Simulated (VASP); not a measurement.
# MgS (P6_3mc) in VASP: further runs

MgS is run at these levels: PBEsol, LDA, BLYP; tasks: single point.

Everything below comes from runs of VASP 6.6.1. Logs are shortened: lines on timing, memory, paths and dates and some standing lists are left out, and cuts for length are marked.

### Step 1. The cell of the first run

Symmetry: P6_3mc, No. 186, hexagonal system. The conventional cell has a = 4.035 Å, b = 4.035 Å, c = 6.432 Å, α = 90.00°, β = 90.00°, γ = 120.00°. Within 3.2 Å of Mg (site symmetry 3m) lie 4 S at 2.45 to 2.47 Å. S (site symmetry 3m) has 4 Mg at 2.45 to 2.47 Å within 3.2 Å.

### Step 2. Single point, PBEsol

INCAR

```
PREC = Accurate ; ENCUT = 600
EDIFF = 1E-6 ; ISMEAR = -1
SIGMA = 0.1 ; LREAL = False
LASPH = True ; NELM = 120
ALGO = Normal ; ISIF = 2
LWAVE = False ; LCHARG = True
GGA = PS ; LELF = True
LVHAR = True ; NBANDS = 16
GGA_COMPAT = False
```

KPOINTS

```
regular mesh
0
Gamma
  5 5 3
```

POSCAR

```
MgS
1.0
    4.0346224100      0.0000000000      0.0000000000
   -2.0173112000      3.4940855000      0.0000000000
    0.0000000000      0.0000000000      6.4322941800
Mg S
2 2
Direct
    0.6666666700      0.3333333300      0.4957548500
    0.3333333300      0.6666666700      0.9957548500
    0.3333333300      0.6666666700      0.3792441500
    0.6666666700      0.3333333300      0.8792441500
```

Potentials or basis: VASP PAW PBE potentials, release 64 (Mg, S).

On the command line:

```bash
cat potpaw_PBE.64/Mg/POTCAR potpaw_PBE.64/S/POTCAR > POTCAR
mpirun -np 1 vasp_std > vasp.out
```

OUTCAR:

```text
PREC = Accurate
   ENCUT = 600
   EDIFF = 1E-6
   ISMEAR = -1
   LREAL = False
   LASPH = True
   NELM = 120
   ISIF = 2
   GGA = PS

 ion  position               nearest neighbor table
   1  0.667  0.333  0.496-   3 2.45   3 2.45   3 2.45   4 2.47
   2  0.333  0.667  0.996-   4 2.45   4 2.45   4 2.45   3 2.47
   3  0.333  0.667  0.379-   1 2.45   1 2.45   1 2.45   2 2.47
   4  0.667  0.333  0.879-   2 2.45   2 2.45   2 2.45   1 2.47

  LATTYP: Found a hexagonal cell.
 ALAT       =     4.0346224100
 C/A-ratio  =     1.5942741418

  Lattice vectors:

 A1 = (   4.0346224100,   0.0000000000,   0.0000000000)
 A2 = (  -2.0173112000,   3.4940855000,   0.0000000000)
 A3 = (   0.0000000000,   0.0000000000,   6.4322941800)

Analysis of symmetry for initial positions (statically):
=====================================================================
 Subroutine PRICEL returns:
 Original cell was already a primitive cell.

 Routine SETGRP: Setting up the symmetry group for a
 hexagonal supercell.

 Subroutine GETGRP returns: Found 12 space group operations
 (whereof  6 operations were pure point group operations)
 out of a pool of 24 trial point group operations.

The static configuration has the point symmetry C_3v.
 The point group associated with its full space group is C_6v.

Analysis of symmetry for dynamics (positions and initial velocities):
=====================================================================
 Subroutine PRICEL returns:
 Original cell was already a primitive cell.

 Routine SETGRP: Setting up the symmetry group for a
 hexagonal supercell.

 Subroutine GETGRP returns: Found 12 space group operations
 (whereof  6 operations were pure point group operations)
 out of a pool of 24 trial point group operations.

The dynamic configuration has the point symmetry C_3v.
 The point group associated with its full space group is C_6v.

 Subroutine INISYM returns: Found 12 space group operations
 (whereof  6 operations are pure point group operations),
 and found     1 'primitive' translations

----------------------------------------------------------------------------------------

                                     Primitive cell

  volume of cell :      90.6781

  direct lattice vectors                    reciprocal lattice vectors
     4.034622410  0.000000000  0.000000000     0.247854669  0.143098959  0.000000000
[... 74 lines left out ...]
   NELM   =    120;   NELMIN=  2; NELMDL= -5     # of ELM steps
   EDIFF  = 0.1E-05   stopping-criterion for ELM
   LREAL  =      F    real-space projection
   EDIFFG = 0.1E-04   stopping-criterion for IOM
   NSW    =      0    number of steps for IOM
   IBRION =     -1    ionic relax: 0-MD 1-quasi-New 2-CG
   NFREE  =      0    steps in history (QN), initial steepest desc. (CG)
   ISIF   =      2    stress and relaxation
   ISYM   =      2    0-nonsym 1-usesym 2-fastsym
   POTIM  = 0.5000    time-step for ionic-motion
   TEBEG  =    0.0;   TEEND  =   0.0 temperature during run
   PSTRESS=    0.0 pullay stress
   NELECT =      16.0000    total number of electrons
   NUPDOWN=      -1.0000    fix difference up-down
   EMIN   =  10.00;   EMAX   =-10.00  energy-range for DOS
   EFERMI =   0.00;   METHOD = LEGACY
   ISMEAR =    -1;   SIGMA  =   0.10  broadening in eV -4-tet -1-fermi 0-gaus
   EFERMI_NEDOS =   21; number of points for ismear=-14 and -15
   IALGO  =     38    algorithm
   IMIX   =      4    mixing-type and parameters
     AMIX     =   0.40;   BMIX     =  1.00
     AMIX_MAG =   1.60;   BMIX_MAG =  1.00
  volume/ion in A,a.u.               =      22.67       152.98
  Fermi-wavevector in a.u.,A,eV,Ry     =   0.918221  1.735187 11.471486  0.843130
  Thomas-Fermi vector in A             =   2.043279
   LORBIT       =      0    0 simple, 1 ext, 2 COOP (PROOUT), +10 PAW based schemes
   GGA     = PS    functional components
   LHFCALC =     F    Hartree Fock is set to
   AEXX    =    0.0000 exact exchange contribution
   IVDW    =     0    specifies the selected vdW correction
   LEPSILON=     F    determine dielectric tensor
   LRPA    =     F    only Hartree local field effects (RPA)
 non-spin polarized calculation
  energy-cutoff  :      600.00
  volume of cell :       90.68
 maximum number of plane-waves:      3058
   NGX = 17   NGY = 17   NGZ = 25

 number of electron      15.9999998 magnetization

 Free energy of the ion-electron system (eV)
  ---------------------------------------------------
  ext. energy  EPLUGINS =         0.00000000
  ---------------------------------------------------
  free energy    TOTEN  =       -17.86948431 eV

  energy without entropy =      -17.86948429  energy(sigma->0) =      -17.86948430

 E-fermi :   2.8397     XC(G=0):  -8.5695

 val. band max:        1.1387546068   @ k =   0.0000   0.0000   0.0000
 cond. band min:       4.4078603761   @ k =   0.0000   0.0000   0.0000
 fundamental gap:      3.2691057693
 Fermi energy:         2.8397483001

 k-point     1 :       0.0000    0.0000    0.0000
  band No.  band energies     occupation
      1     -10.2747      2.00000
      2      -9.5318      2.00000
      3      -2.1393      2.00000
      4       0.5513      2.00000
      5       0.5513      2.00000
      6       0.9759      2.00000
[... 167 lines left out ...]
      3      -1.8624      2.00000
      4      -1.6695      2.00000
      5      -0.7697      2.00000
      6      -0.2867      2.00000
[... 8 lines left out ...]
     15      10.5082      0.00000
     16      11.1671      0.00000

------------------------ aborting loop because EDIFF is reached ----------------------------------------

  FORCE on cell =-STRESS in cart. coord.  units (eV):
  Direction    XX          YY          ZZ          XY          YZ          ZX
  --------------------------------------------------------------------------------------
  -------------------------------------------------------------------------------------
  Total       -0.1462810     -0.1462810     -0.3459860     -0.0000000      0.0000000      0.0000000
  in kB       -2.5846164     -2.5846164     -6.1131739     -0.0000000      0.0000000      0.0000000
  external PRESSURE =      -3.7608022 kB  Pullay stress =       0.0000000 kB

 VOLUME and BASIS-vectors are now :
 -----------------------------------------------------------------------------
  energy-cutoff  :      600.00
  volume of cell :       90.68
      direct lattice vectors                 reciprocal lattice vectors
     4.034622410  0.000000000  0.000000000     0.247854669  0.143098959  0.000000000
    -2.017311200  3.494085500  0.000000000     0.000000000  0.286197919  0.000000000
     0.000000000  0.000000000  6.432294180     0.000000000  0.000000000  0.155465526

 POSITION                                       TOTAL-FORCE (eV/Angst)
 -----------------------------------------------------------------------------------
      2.01731      1.16470      3.18884        -0.000000      0.000000      0.044772
     -0.00000      2.32939      6.40499         0.000000     -0.000000      0.044772
     -0.00000      2.32939      2.43941        -0.000000      0.000000     -0.044772
      2.01731      1.16470      5.65556         0.000000     -0.000000     -0.044772
 -----------------------------------------------------------------------------------
    total drift:                               -0.000010      0.000006     -0.000166

  FREE ENERGIE OF THE ION-ELECTRON SYSTEM (eV)
  ---------------------------------------------------
  free  energy   TOTEN  =       -17.8694843081 eV

  energy  without entropy=      -17.8694842929  energy(sigma->0) =      -17.86948430
```

OSZICAR:

```text
N       E                     dE             d eps       ncg     rms          rms(c)
DAV:   1     0.672087218177E+02    0.67209E+02   -0.63209E+03   320   0.895E+02
DAV:   2    -0.121889412014E+02   -0.79398E+02   -0.71285E+02   456   0.141E+02
DAV:   3    -0.187385782149E+02   -0.65496E+01   -0.65196E+01   440   0.450E+01
DAV:   4    -0.188202281622E+02   -0.81650E-01   -0.81638E-01   400   0.608E+00
DAV:   5    -0.188216835929E+02   -0.14554E-02   -0.14554E-02   456   0.830E-01    0.529E+00
DAV:   6    -0.179401348361E+02    0.88155E+00   -0.13028E+00   368   0.526E+00    0.386E+00
DAV:   7    -0.178649755280E+02    0.75159E-01   -0.32659E-01   408   0.265E+00    0.277E+00
DAV:   8    -0.178716881876E+02   -0.67127E-02   -0.29915E-02   368   0.112E+00    0.173E+00
DAV:   9    -0.178692508827E+02    0.24373E-02   -0.40892E-03   392   0.410E-01    0.408E-01
DAV:  10    -0.178694603553E+02   -0.20947E-03   -0.10727E-03   416   0.149E-01    0.374E-02
DAV:  11    -0.178694844495E+02   -0.24094E-04   -0.49968E-05   392   0.386E-02    0.640E-02
DAV:  12    -0.178694843081E+02    0.14145E-06   -0.64621E-06   408   0.132E-02
   1 F= -.17869484E+02 E0= -.17869484E+02  d E =-.151608E-07
```

Run time: 22 s. Hardware: 1 thread of Intel Xeon Platinum 8259CL at 2.50GHz (Skylake/Cascade Lake), shared host; peak memory 0.22 GiB.

Results:

```
Free energy            : -17.8695 eV
Pressure               : -0.4 GPa
Largest force          : 0.045 eV/Å
Band gap on the k mesh : 3.27 eV
```

Forces in eV/Å, atoms in the order of the input:
```
Mg   0.000  0.000  0.045
Mg   0.000  0.000  0.045
S    0.000  0.000 -0.045
S    0.000  0.000 -0.045
```

Stress tensor (GPa, compression positive):
```
-0.26  0.00  0.00
 0.00 -0.26  0.00
 0.00  0.00 -0.61
```

Levels at points of the mesh, in eV from the valence-band top:
```csv
k point,band 6,band 7,band 8,band 9,band 10,band 11
"(0.00, 0.00, 0.00)",-0.16,-0.16,0.00,3.27,4.56,7.38
```

Caveat: the PAW data sets were made with another functional, which shifts forces and pressure a little.

### Step 3. Single point, LDA

INCAR

```
SYSTEM = MgS
PREC = Accurate
ENCUT = 600
EDIFF = 1E-6
ISMEAR = -1
SIGMA = 0.1
LREAL = .FALSE.
LASPH = .TRUE.
NELM = 120
ALGO = Normal
ISIF = 2
LWAVE = .FALSE.
LCHARG = .FALSE.
NBANDS = 16
GGA_COMPAT = .FALSE.
```

KPOINTS

```
Automatic mesh
0
G
  5 5 3
  0 0 0
```

POSCAR is that of step 2.

Potentials or basis: VASP PAW LDA potentials, release 64 (Mg, S).

On the command line:

```bash
cat potpaw_LDA.64/Mg/POTCAR potpaw_LDA.64/S/POTCAR > POTCAR
mpirun -np 1 vasp_std > vasp.out
```

Run time: 14 s. Hardware: 1 thread of Intel Xeon Platinum 8259CL at 2.50GHz (Skylake/Cascade Lake), shared host; peak memory 0.18 GiB.

The run converged. Its results:

* Free energy: -18.7924 eV
* Pressure: -2.4 GPa
* Largest force: 0.053 eV/Å
* Band gap on the k mesh: 3.16 eV

Forces on the atoms (eV/Å):
```
Mg   0.000  0.000  0.053
Mg   0.000  0.000  0.053
S    0.000  0.000 -0.053
S    0.000  0.000 -0.053
```

Stress tensor (GPa, compression positive):
```
-2.30  0.00  0.00
 0.00 -2.30  0.00
 0.00  0.00 -2.51
```

Levels at points of the mesh, in eV from the valence-band top:
```csv
k point,band 6,band 7,band 8,band 9,band 10,band 11
"(0.00, 0.00, 0.00)",-0.16,-0.16,0.00,3.16,4.43,7.28
```

(Continued in part 2 of 2.)
